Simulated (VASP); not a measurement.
# Si8O16F (a cell with a defect) in VASP: notebook, part 2 of 2

VASP 6.6.1. The steps go on from the part before.

## 3. Single point, PBE+D3(BJ)

Contents of INCAR:

```
PREC = Accurate
ENCUT = 520
EDIFF = 1E-6
ISMEAR = 0
SIGMA = 0.02
LREAL = Auto
LASPH = True
NELM = 100
ALGO = Normal
ISIF = 2
LWAVE = False
LCHARG = True
GGA = PE
IVDW = 12
LELF = True
LVHAR = True
NBANDS = 86
NELECT = 136.0
```

Contents of KPOINTS:

```
Automatic mesh
0
Gamma
  2 2 3
```

Contents of POSCAR:

```
Si8O16F
1.0
   -4.1501000000     -4.1501000000      0.0000000000
    4.1501000000     -4.1501000000      0.0000000000
    0.0000000000      0.0000000000      5.3150000000
Si O F
8 16 1
Direct
    0.4931958266      0.4975393364      0.0019697084
   -0.0209331100      0.4934781090      0.2452327375
    0.4823650033      0.4947719332      0.5029962371
   -0.0119063396      0.5093415821      0.7487998119
    0.0131530566     -0.0038000289      0.0065866416
    0.5010463603     -0.0024029541      0.2518355597
    0.0166102022     -0.0039635190      0.5028773283
    0.5111808149     -0.0122629575      0.7517990593
    0.1802063806      0.4972806679     -0.0018282220
    0.0761453941      0.1667530903      0.2626398871
    0.7905358907      0.5673198236     -0.0315070555
    0.0065636973      0.7958774487      0.2541621825
    0.1791760440      0.4993861594      0.5042839135
   -0.0043842317      0.1975680104      0.7564825964
    0.7914315318      0.5180836606      0.5092169332
    0.0161953929      0.8130029397      0.7483392286
    0.6991499000     -0.0220322402     -0.0001973659
    0.4887125611      0.6896939833      0.2531772342
    0.3159919038     -0.0126534300     -0.0056803387
    0.4464922532      0.3020974193      0.2585198495
    0.7041707429     -0.0045080841      0.4981597366
    0.4765539385      0.6871399484      0.7472340546
    0.3203156550     -0.0134423267      0.5121604892
    0.5003117997      0.2979795668      0.7558914393
    0.7799396400      0.2922292234      0.1844045155
```

Potentials or basis: VASP PAW PBE potentials, release 64 (Si, O, F).

Launch:

```
cat potpaw_PBE.64/Si/POTCAR potpaw_PBE.64/O/POTCAR potpaw_PBE.64/F/POTCAR > POTCAR
mpirun -np 1 vasp_std > vasp.out
```

OUTCAR:

```text
PREC = Accurate
   ENCUT = 520
   EDIFF = 1E-6
   ISMEAR = 0
   LREAL = Auto
   LASPH = True
   NELM = 100
   ISIF = 2
   GGA = PE
   IVDW = 12
   NELECT = 136.0
 IVDW          = 12

 ion  position               nearest neighbor table
   1  0.493  0.498  0.002-  18 1.75  22 1.76  24 1.76  11 1.80  20 1.80   9 1.84  25 2.29   3 2.65
                             3 2.66   2 3.13
   2  0.979  0.493  0.245-  25 1.69   9 1.77  12 1.78  15 1.79  13 1.81  11 1.89  10 2.00   4 2.64
                             4 2.68   1 3.13
   3  0.482  0.495  0.503-  22 1.72  20 1.74  18 1.75  24 1.78  13 1.78  15 1.82   1 2.65   1 2.66

   4  0.988  0.509  0.749-  11 1.68  13 1.72  15 1.72   9 1.74  16 1.79  14 1.83   2 2.64   2 2.68
                             7 3.15
   5  0.013  0.996  0.007-  10 1.73  16 1.74  12 1.77  19 1.78  14 1.78  17 1.85  25 2.41   7 2.64
                             7 2.68   6 3.15
   6  0.501  0.998  0.252-  23 1.74  19 1.75  21 1.77  17 1.78  18 1.81  20 1.82  25 2.41   8 2.66
                             8 2.66   7 3.14   5 3.15
   7  0.017  0.996  0.503-  10 1.66  16 1.69  12 1.77  23 1.78  14 1.80  21 1.83   5 2.64   5 2.68
                             6 3.14   4 3.15
   8  0.511  0.988  0.752-  23 1.70  17 1.72  19 1.72  21 1.76  22 1.78  24 1.82   6 2.66   6 2.66

   9  0.180  0.497  0.998-   4 1.74   2 1.77   1 1.84
  10  0.076  0.167  0.263-   7 1.66   5 1.73  25 1.93   2 2.00
  11  0.791  0.567  0.968-   4 1.68   1 1.80   2 1.89
  12  0.007  0.796  0.254-   5 1.77   7 1.77   2 1.78
  13  0.179  0.499  0.504-   4 1.72   3 1.78   2 1.81
  14  0.996  0.198  0.756-   5 1.78   7 1.80   4 1.83
  15  0.791  0.518  0.509-   4 1.72   2 1.79   3 1.82
  16  0.016  0.813  0.748-   7 1.69   5 1.74   4 1.79
  17  0.699  0.978  1.000-   8 1.72   6 1.78   5 1.85
  18  0.489  0.690  0.253-   1 1.75   3 1.75   6 1.81
  19  0.316  0.987  0.994-   8 1.72   6 1.75   5 1.78
  20  0.446  0.302  0.259-   3 1.74   1 1.80   6 1.82
  21  0.704  0.995  0.498-   8 1.76   6 1.77   7 1.83
  22  0.477  0.687  0.747-   3 1.72   1 1.76   8 1.78
  23  0.320  0.987  0.512-   8 1.70   6 1.74   7 1.78
  24  0.500  0.298  0.756-   1 1.76   3 1.78   8 1.82
  25  0.780  0.292  0.184-   2 1.69  10 1.93   1 2.29   5 2.41   6 2.41

  LATTYP: Found a simple tetragonal cell.
 ALAT       =     5.8691277052
 C/A-ratio  =     0.9055860201

  Lattice vectors:

[... 189 lines left out ...]
   LRPA    =     F    only Hartree local field effects (RPA)
 non-spin polarized calculation
 Gauss-broadening in eV      SIGMA  =   0.02
  energy-cutoff  :      520.00
  volume of cell :      183.08
 maximum number of plane-waves:      4948
 NGX is ok and might be reduce to    48
   NGX = 21   NGY = 21   NGZ = 19

 number of electron     135.9999986 magnetization

 Free energy of the ion-electron system (eV)
  ---------------------------------------------------
  ext. energy  EPLUGINS =         0.00000000
  ---------------------------------------------------
  free energy    TOTEN  =      -170.25759546 eV

  energy without entropy =     -170.25759546  energy(sigma->0) =     -170.25759546

 E-fermi :   9.8976     XC(G=0): -12.6480

 val. band max:        9.7373747668   @ k =   0.0000   0.0000   0.3333
 cond. band min:      14.6132475334   @ k =   0.0000   0.0000   0.0000
 fundamental gap:      4.8758727666
 Fermi energy:         9.8975996749

 k-point     1 :       0.0000    0.0000    0.0000
  band No.  band energies     occupation
      1     -15.2257      2.00000
      2     -13.5466      2.00000
      3     -12.1676      2.00000
      4     -12.1092      2.00000
      5     -11.3403      2.00000
      6     -11.2017      2.00000
[... 653 lines left out ...]
     79      18.9273      0.00000
     80      19.0859      0.00000
 [bands above 80 left out]

------------------------ aborting loop because EDIFF is reached ----------------------------------------

 Edisp (eV)   -6.11258

 E8    (eV) :    -2.0856

  FORCE on cell =-STRESS in cart. coord.  units (eV):
  Direction    XX          YY          ZZ          XY          YZ          ZX
  --------------------------------------------------------------------------------------
  -------------------------------------------------------------------------------------
  Total      51.64696    43.33687    41.36226    -0.43228     2.22906    -3.52279
  in kB     451.96517   379.24310   361.96323    -3.78288    19.50661   -30.82815
  external pressure =      397.72 kB  Pullay stress =        0.00 kB

 VOLUME and BASIS-vectors are now :
 -----------------------------------------------------------------------------
  energy-cutoff  :      520.00
  volume of cell :      183.08
      direct lattice vectors                 reciprocal lattice vectors
    -4.150100000 -4.150100000  0.000000000    -0.120479025 -0.120479025  0.000000000
     4.150100000 -4.150100000  0.000000000     0.120479025 -0.120479025  0.000000000
     0.000000000  0.000000000  5.315000000     0.000000000  0.000000000  0.188146754

 POSITION                                       TOTAL-FORCE (eV/Angst)
 -----------------------------------------------------------------------------------
      0.01803     -4.11165      0.01047        -0.005878     -0.017041      0.028602
     -2.01524     -6.11121      1.30341        -0.022256     -0.105391      0.000142
      0.05149     -4.05522      2.67343         0.023184      0.042095      0.010526
     -1.98687     -6.21451      3.97987        -0.019459     -0.049153     -0.011114
      4.07974     -4.18892      0.03501         0.033327      0.021958      0.028675
      2.06074     -6.21952      1.33851         0.014900      0.007200      0.014608
[... 17 lines left out ...]
     -0.83970     -3.31299      4.01756        -0.027417      0.007061      0.037537
     -2.02405     -4.44961      0.98011         0.008386      0.146927     -0.398348
 -----------------------------------------------------------------------------------
    total drift:                                0.016493      0.006529      0.000653

  FREE ENERGIE OF THE ION-ELECTRON SYSTEM (eV)
  ---------------------------------------------------
  free  energy   TOTEN  =      -176.3701750053 eV

  energy  without entropy=     -176.3701750053  energy(sigma->0) =     -176.37017501
```

OSZICAR:

```text
N       E                     dE             d eps       ncg     rms          rms(c)
DAV:   1     0.779979661286E+03    0.77998E+03   -0.78020E+04  1376   0.156E+03
DAV:   2    -0.150476851777E+03   -0.93046E+03   -0.91118E+03  1624   0.349E+02
DAV:   3    -0.191443716616E+03   -0.40967E+02   -0.40771E+02  1680   0.758E+01
DAV:   4    -0.191852014979E+03   -0.40830E+00   -0.40734E+00  1672   0.843E+00
DAV:   5    -0.191856997388E+03   -0.49824E-02   -0.49779E-02  1632   0.857E-01    0.374E+01
DAV:   6    -0.170101579741E+03    0.21755E+02   -0.79806E+01  1560   0.317E+01    0.170E+01
DAV:   7    -0.170187674561E+03   -0.86095E-01   -0.32352E+00  1648   0.642E+00    0.609E+00
DAV:   8    -0.170229953450E+03   -0.42279E-01   -0.14994E-01  1586   0.189E+00    0.258E+00
DAV:   9    -0.170255722510E+03   -0.25769E-01   -0.46965E-02  1640   0.119E+00    0.445E-01
DAV:  10    -0.170257279922E+03   -0.15574E-02   -0.58828E-03  1682   0.352E-01    0.320E-01
DAV:  11    -0.170257489709E+03   -0.20979E-03   -0.98654E-04  1560   0.175E-01    0.142E-01
DAV:  12    -0.170257582142E+03   -0.92432E-04   -0.18703E-04  1632   0.637E-02    0.272E-02
DAV:  13    -0.170257595110E+03   -0.12969E-04   -0.22635E-05  1600   0.200E-02    0.105E-02
DAV:  14    -0.170257595460E+03   -0.34941E-06   -0.17360E-06  1024   0.753E-03
   1 F= -.17637018E+03 E0= -.17637018E+03  d E =-.251919E-30
```

It took 1.8 min on 1 thread of Intel Xeon Platinum 8559C (Emerald Rapids), shared host; peak memory 0.32 GiB.

What came out:

```
Free energy                : -176.3702 eV
Largest force              : 0.425 eV/Å
Dispersion energy per atom : -0.245 eV
```

Forces on the atoms (eV/Å):
```
Si  -0.006 -0.017  0.029
Si  -0.022 -0.105  0.000
Si   0.023  0.042  0.011
Si  -0.019 -0.049 -0.011
Si   0.033  0.022  0.029
Si   0.015  0.007  0.015
Si  -0.004  0.023  0.071
Si  -0.012  0.002  0.020
O   -0.035 -0.023  0.010
O    0.106 -0.048  0.053
O    0.109 -0.091 -0.021
O   -0.007 -0.002  0.028
O   -0.010 -0.018  0.015
O    0.015 -0.007  0.044
O   -0.128  0.126 -0.087
O   -0.006  0.019  0.005
O   -0.040  0.044 -0.003
O   -0.011 -0.011  0.027
O    0.034  0.017  0.032
O   -0.034 -0.013  0.048
O    0.018 -0.049  0.015
O   -0.012 -0.030  0.009
O    0.014  0.008  0.021
O   -0.027  0.007  0.038
F    0.008  0.147 -0.398
```

Levels at points of the mesh, in eV from the Fermi level:
```tsv
k point	band 64	band 65	band 66	band 67	band 68	band 69	band 70	band 71	band 72	band 73
(0.00, 0.00, 0.00)	-1.91	-1.86	-1.35	-1.09	-0.21	4.72	5.50	6.06	6.13	6.51
(0.50, 0.00, 0.00)	-2.18	-1.88	-1.84	-1.15	-0.71	5.61	6.05	6.21	6.48	6.90
(0.00, 0.50, 0.00)	-2.33	-1.94	-1.58	-1.13	-0.19	5.56	5.80	6.31	6.70	6.94
(0.50, 0.50, 0.00)	-2.05	-2.01	-1.67	-1.21	-0.73	6.21	6.43	6.63	6.81	7.40
```

Caveat: the k points lie up to 0.54 Å⁻¹ apart; the cell carries a net charge on a neutralising background, which shifts energy and pressure; the cell is charged against a uniform background, so pressure and absolute levels hang on convention.
